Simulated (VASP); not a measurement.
# BN (P6_3mc) in VASP: further runs, part 2 of 2

VASP 6.6.1. Earlier steps stand in the parts before.

### Step 3. Single point, PBEsol (all N atoms moved -0.225 Å, as atom 3 along Cartesian [0 0 1])

INCAR reads:

```
SYSTEM = BN
ALGO = Normal
EDIFF = 1E-7
ENCUT = 520
GGA = PS
ISIF = 2
ISMEAR = 0
LASPH = .True.
LCHARG = .False.
LREAL = .False.
LWAVE = .False.
NBANDS = 16
NELM = 60
PREC = Accurate
SIGMA = 0.05
```

KPOINTS reads:

```
k-points
0
Gamma
  12 12 6
  0 0 0
```

POSCAR reads:

```
BN
1.0
    2.5539396017      0.0000000000      0.0000000000
   -1.2769698009      2.2117765748      0.0000000000
    0.0000000000      0.0000000000      4.2268550000
B N
2 2
Direct
    0.6666666667      0.3333333333      0.9997240000
    0.3333333333      0.6666666667      0.4997240000
    0.6666666667      0.3333333333      0.5720449334
    0.3333333333      0.6666666667      0.0720449334
```

Potentials or basis: VASP PAW PBE potentials, release 64 (B, N).

Launch:

```sh
$ cat potpaw_PBE.64/B/POTCAR potpaw_PBE.64/N/POTCAR > POTCAR
$ mpirun -np 1 vasp_std > vasp.out
```

OUTCAR:

```text
SYSTEM = BN
   EDIFF = 1E-7
   ENCUT = 520
   GGA = PS
   ISIF = 2
   ISMEAR = 0
   LASPH = .True.
   LREAL = .False.
   NELM = 60
   PREC = Accurate

 ion  position               nearest neighbor table
   1  0.667  0.333  1.000-   4 1.51   4 1.51   4 1.51   3 1.81
   2  0.333  0.667  0.500-   3 1.51   3 1.51   3 1.51   4 1.81
   3  0.667  0.333  0.572-   2 1.51   2 1.51   2 1.51   1 1.81
   4  0.333  0.667  0.072-   1 1.51   1 1.51   1 1.51   2 1.81

  LATTYP: Found a hexagonal cell.
 ALAT       =     2.5539396017
 C/A-ratio  =     1.6550332659

  Lattice vectors:

 A1 = (   2.5539396017,   0.0000000000,   0.0000000000)
 A2 = (  -1.2769698009,   2.2117765748,   0.0000000000)
 A3 = (   0.0000000000,   0.0000000000,   4.2268550000)

Analysis of symmetry for initial positions (statically):
=====================================================================
 Subroutine PRICEL returns:
 Original cell was already a primitive cell.

 Routine SETGRP: Setting up the symmetry group for a
 hexagonal supercell.

[... 168 lines left out ...]
  ---------------------------------------------------
  free energy    TOTEN  =       -35.85623939 eV

  energy without entropy =      -35.85623939  energy(sigma->0) =      -35.85623939

 E-fermi :   8.8229     XC(G=0): -12.9385

 val. band max:        8.5772595167   @ k =   0.0000   0.0000   0.0000
 cond. band min:      12.8824217668   @ k =   0.5000   0.0000   0.3333
 fundamental gap:      4.3051622501
 Fermi energy:         8.8228758685

 k-point     1 :       0.0000    0.0000    0.0000
  band No.  band energies     occupation
      1     -12.9699      2.00000
      2      -8.8031      2.00000
      3      -3.0680      2.00000
      4       4.7205      2.00000
      5       4.7205      2.00000
      6       6.3615      2.00000
[... 433 lines left out ...]
      3      -1.4005      2.00000
      4       0.4236      2.00000
      5       0.8822      2.00000
      6       2.4875      2.00000
[... 8 lines left out ...]
     15      22.9758      0.00000
     16      24.0144      0.00000

 [... further k-points ...]
[... 5 lines left out ...]
  --------------------------------------------------------------------------------------
  -------------------------------------------------------------------------------------
  Total       -0.0179672     -0.0179672      2.8601046      0.0000000      0.0000000      0.0000000
  in kB       -1.2056491     -1.2056491    191.9213406      0.0000000      0.0000000      0.0000000
  external PRESSURE =      63.1700141 kB  Pullay stress =       0.0000000 kB

 VOLUME and BASIS-vectors are now :
 -----------------------------------------------------------------------------
  energy-cutoff  :      520.00
  volume of cell :       23.88
      direct lattice vectors                 reciprocal lattice vectors
     2.553939602  0.000000000  0.000000000     0.391551938  0.226062617  0.000000000
    -1.276969801  2.211776575  0.000000000     0.000000000  0.452125233  0.000000000
     0.000000000  0.000000000  4.226855000     0.000000000  0.000000000  0.236582518

 POSITION                                       TOTAL-FORCE (eV/Angst)
 -----------------------------------------------------------------------------------
      1.27697      0.73726      4.22569         0.000000     -0.000000     -2.577571
     -0.00000      1.47452      2.11226        -0.000000      0.000000     -2.577571
      1.27697      0.73726      2.41795        -0.000000     -0.000000      2.577571
     -0.00000      1.47452      0.30452         0.000000     -0.000000      2.577571
 -----------------------------------------------------------------------------------
    total drift:                               -0.000000     -0.000000      0.000201

  FREE ENERGIE OF THE ION-ELECTRON SYSTEM (eV)
  ---------------------------------------------------
  free  energy   TOTEN  =       -35.8562393946 eV

  energy  without entropy=      -35.8562393946  energy(sigma->0) =      -35.85623939
```

Wall time 31 s (1 thread of Intel Xeon Platinum 8375C at 2.90GHz (Ice Lake), shared host); peak memory 0.14 GiB.

Results:

| Property | Result |
| --- | --- |
| Free energy | -35.8562 eV |
| Pressure | 6.3 GPa |
| Largest force | 2.578 eV/Å |
| Band gap on the k mesh | 4.31 eV, indirect (least direct gap 6.58 eV) |

Forces in eV/Å, atoms in the order of the input:
```
B    0.000  0.000 -2.578
B    0.000  0.000 -2.578
N    0.000  0.000  2.578
N    0.000  0.000  2.578
```

Caveat: the cell differs from its parent crystal (all N atoms moved -0.225 Å, as atom 3 along Cartesian [0 0 1]); the PAW data sets were made with another functional, which shifts forces and pressure a little. A k mesh can miss the band edges.

### Step 4. Single point, PBEsol (all N atoms moved +0.150 Å, as atom 3 along Cartesian [0 0 1])

INCAR reads:

```
SYSTEM = BN
PREC = Accurate
ENCUT = 520
EDIFF = 1E-6
ISMEAR = 0
SIGMA = 0.05
LREAL = .False.
LASPH = .True.
NELM = 100
ALGO = Normal
ISIF = 2
LWAVE = .False.
LCHARG = .False.
GGA = PS
NBANDS = 16
```

KPOINTS reads:

```
Automatic mesh
0
Gamma
  12 12 6
  0 0 0
```

POSCAR: that of step 3 with these lines changed.

```diff
@@ -10,3 +10,3 @@
     0.3333333333      0.6666666667      0.4997240000
-    0.6666666667      0.3333333333      0.5720449334
-    0.3333333333      0.6666666667      0.0720449334
+    0.6666666667      0.3333333333      0.6607633777
+    0.3333333333      0.6666666667      0.1607633777
```

Launch:

```sh
$ cat potpaw_PBE.64/B/POTCAR potpaw_PBE.64/N/POTCAR > POTCAR
$ mpirun -np 1 vasp_std > vasp.out
```

Wall time 30 s (1 thread of Intel Xeon Platinum 8375C at 2.90GHz (Ice Lake), shared host); peak memory 0.14 GiB.

It converged, with:

```yaml
Free_energy: -35.9871 eV
Pressure: 0.9 GPa
Largest_force: 4.607 eV/Å
Band_gap_on_the_k_mesh: 2.66 eV, indirect (least direct gap 6.82 eV)
```

Forces in eV/Å, atoms in the order of the input:
```
B    0.000  0.000  4.607
B    0.000  0.000  4.607
N    0.000  0.000 -4.607
N    0.000  0.000 -4.607
```

Stress tensor (GPa, compression positive):
```
-4.70  0.00  0.00
 0.00 -4.70  0.00
 0.00  0.00 12.23
```

Levels at points of the mesh, in eV from the valence-band top:
| k point | band 4 | band 5 | band 6 | band 7 | band 8 | band 9 | band 10 | band 11 | band 12 | band 13 |
| --- | --- | --- | --- | --- | --- | --- | --- | --- | --- | --- |
| (0.00, 0.00, 0.00) | -2.65 | -2.51 | -2.51 | 0.00 | 0.00 | 7.23 | 7.23 | 8.86 | 9.29 | 9.89 |
| (0.50, 0.00, 0.00) | -8.02 | -7.92 | -6.15 | -5.30 | -1.76 | 5.92 | 5.97 | 7.75 | 10.13 | 14.25 |
| (0.00, 0.00, 0.50) | -7.15 | -1.44 | -1.44 | -1.44 | -1.44 | 8.92 | 8.92 | 9.17 | 9.17 | 9.17 |
| (0.50, 0.00, 0.50) | -10.59 | -4.99 | -4.99 | -3.90 | -3.90 | 5.56 | 5.56 | 9.80 | 9.80 | 12.07 |

Caveat: the cell differs from its parent crystal (all N atoms moved +0.150 Å, as atom 3 along Cartesian [0 0 1]); the PAW data sets were made with another functional, which shifts forces and pressure a little.

### Step 5. Single point, PBEsol (all N atoms moved -0.075 Å, as atom 3 along Cartesian [0 0 1])

INCAR reads:

```
SYSTEM = BN
ALGO = Normal
EDIFF = 1E-6
ENCUT = 520
GGA = PS
ISIF = 2
ISMEAR = 0
LASPH = .True.
LCHARG = .True.
LELF = .True.
LREAL = .False.
LVHAR = .True.
LWAVE = .False.
NBANDS = 16
NELM = 100
PREC = Accurate
SIGMA = 0.05
```

KPOINTS reads:

```
k-points
0
Gamma
  12 12 6
  0 0 0
```

POSCAR: that of step 4 with these lines changed.

```diff
@@ -10,3 +10,3 @@
     0.3333333333      0.6666666667      0.4997240000
-    0.6666666667      0.3333333333      0.6607633777
-    0.3333333333      0.6666666667      0.1607633777
+    0.6666666667      0.3333333333      0.6075323111
+    0.3333333333      0.6666666667      0.1075323111
```

Launch:

```sh
$ cat potpaw_PBE.64/B/POTCAR potpaw_PBE.64/N/POTCAR > POTCAR
$ mpirun -np 1 vasp_std > vasp.out
```

Run time: 30 s. Hardware: 1 thread of Intel Xeon Platinum 8375C at 2.90GHz (Ice Lake), shared host; peak memory 0.14 GiB.

It converged, with:

* Free energy: -36.5082 eV
* Pressure: -3.2 GPa
* Largest force: 1.414 eV/Å
* Band gap on the k mesh: 5.33 eV, indirect (least direct gap 7.46 eV)

Forces in eV/Å, atoms in the order of the input:
```
B    0.000  0.000 -1.414
B    0.000  0.000 -1.414
N    0.000  0.000  1.414
N    0.000  0.000  1.414
```

Stress tensor (GPa, compression positive):
```
-3.44  0.00  0.00
 0.00 -3.44  0.00
 0.00  0.00 -2.75
```

Levels at points of the mesh, in eV from the valence-band top:
```tsv
k point	band 4	band 5	band 6	band 7	band 8	band 9	band 10	band 11	band 12	band 13
(0.00, 0.00, 0.00)	-2.71	-2.71	-0.79	-0.79	0.00	7.45	8.02	8.02	8.91	10.28
(0.50, 0.00, 0.00)	-8.46	-7.03	-5.59	-4.32	-3.00	6.06	7.52	10.90	11.13	11.95
(0.00, 0.00, 0.50)	-5.84	-1.84	-1.84	-1.84	-1.84	8.82	8.82	9.39	9.39	9.39
(0.50, 0.00, 0.50)	-10.50	-4.47	-4.47	-3.56	-3.56	5.85	5.85	9.05	9.05	14.49
```

Caveat: the cell differs from its parent crystal (all N atoms moved -0.075 Å, as atom 3 along Cartesian [0 0 1]); the PAW data sets were made with another functional, which shifts forces and pressure a little. A k mesh can miss the band edges.

### Step 6. Single point, PBEsol (all N atoms moved +0.263 Å, as atom 3 along Cartesian [0 0 1])

INCAR reads:

```
PREC = Accurate
ENCUT = 520
EDIFF = 1E-6
ISMEAR = 0
SIGMA = 0.05
LREAL = False
LASPH = True
NELM = 60
ALGO = Normal
ISIF = 2
LWAVE = False
LCHARG = False
GGA = PS
NBANDS = 16
```

KPOINTS reads:

```
regular mesh
0
Gamma
  12 12 6
```

POSCAR: that of step 5 with these lines changed.

```diff
@@ -10,3 +10,3 @@
     0.3333333333      0.6666666667      0.4997240000
-    0.6666666667      0.3333333333      0.6075323111
-    0.3333333333      0.6666666667      0.1075323111
+    0.6666666667      0.3333333333      0.6873789110
+    0.3333333333      0.6666666667      0.1873789110
```

Potentials or basis: VASP PAW PBE potentials, release 64 (B, N).

Launch:

```sh
$ cat potpaw_PBE.64/B/POTCAR potpaw_PBE.64/N/POTCAR > POTCAR
$ mpirun -np 1 vasp_std > vasp.out
```

Wall time 24 s (1 thread of Intel Xeon Platinum 8375C at 2.90GHz (Ice Lake), shared host); peak memory 0.14 GiB.

It converged, with:

```yaml
Free_energy: -34.4035 eV
Pressure: 20.3 GPa
Largest_force: 9.756 eV/Å
Band_gap_on_the_k_mesh: 1.19 eV, indirect (least direct gap 5.31 eV)
```

Forces in eV/Å, atoms in the order of the input:
```
B    0.000  0.000  9.756
B    0.000  0.000  9.756
N    0.000  0.000 -9.756
N    0.000  0.000 -9.756
```

Stress tensor (GPa, compression positive):
```
 0.97  0.00  0.00
 0.00  0.97  0.00
 0.00  0.00 58.94
```

Levels at points of the mesh, in eV from the valence-band top:
```tsv
k point	band 5	band 6	band 7	band 8	band 9	band 10	band 11	band 12
(0.00, 0.00, 0.00)	-2.75	-2.75	0.00	0.00	6.81	6.81	8.60	8.80
(0.50, 0.00, 0.00)	-8.07	-6.85	-5.46	-1.35	4.35	5.75	6.14	9.59
(0.00, 0.00, 0.50)	-1.60	-1.60	-1.60	-1.60	8.70	8.70	9.01	9.01
(0.50, 0.00, 0.50)	-5.68	-5.68	-3.92	-3.92	4.83	4.83	9.69	9.69
```

Caveat: the cell differs from its parent crystal (all N atoms moved +0.263 Å, as atom 3 along Cartesian [0 0 1]); the PAW data sets were made with another functional, which shifts forces and pressure a little. A k mesh can miss the band edges.
